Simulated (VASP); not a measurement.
Here is a VASP 6.6.1 calculation.

The input INCAR:

```
SYSTEM = Si
PREC = Accurate
ENCUT = 520
EDIFF = 1E-6
ISMEAR = 0
SIGMA = 0.05
LREAL = .False.
LASPH = .True.
NELM = 100
ALGO = Normal
ISIF = 2
LWAVE = .False.
LCHARG = .False.
GGA = PE
NBANDS = 16
```

The input KPOINTS:

```
Automatic mesh
0
Gamma
  12 12 12
  0 0 0
```

Contents of POSCAR:

```
Si
1.0
   -3.1678267311      3.1678267311      1.9808420549
    3.1678267311     -3.1678267311      1.9808420549
    3.1678267311      3.1678267311     -1.9808420549
Si
4
Direct
    0.1786105079      0.1786105079      0.3572210158
    0.8213894921      0.8213894921      0.6427789842
    0.1786105079      0.8213894921      0.0000000000
    0.8213894921      0.1786105079      0.0000000000
```

Potentials or basis: VASP PAW PBE potentials, release 64 (Si).

Run with:

```bash
$ cat potpaw_PBE.64/Si/POTCAR > POTCAR
$ mpirun -np 1 vasp_std > vasp.out
```

What does it give for the band gap on the k mesh?

Zero (bands 8 and 9 overlap by 0.25 eV).

Predict the largest force.

1.389 eV/Å.

Estimate the pressure.

8.4 GPa.

Stress tensor (GPa, compression positive):
```
13.67  0.00  0.00
 0.00 13.67  0.00
 0.00  0.00 -2.18
```

Caveat: the stress differs along the axes, from -2 to 14 GPa; semilocal functionals underestimate gaps, and a narrow one can read as zero; forces of over 1 eV/Å act on the atoms, so gaps and moduli don't describe the material at rest.
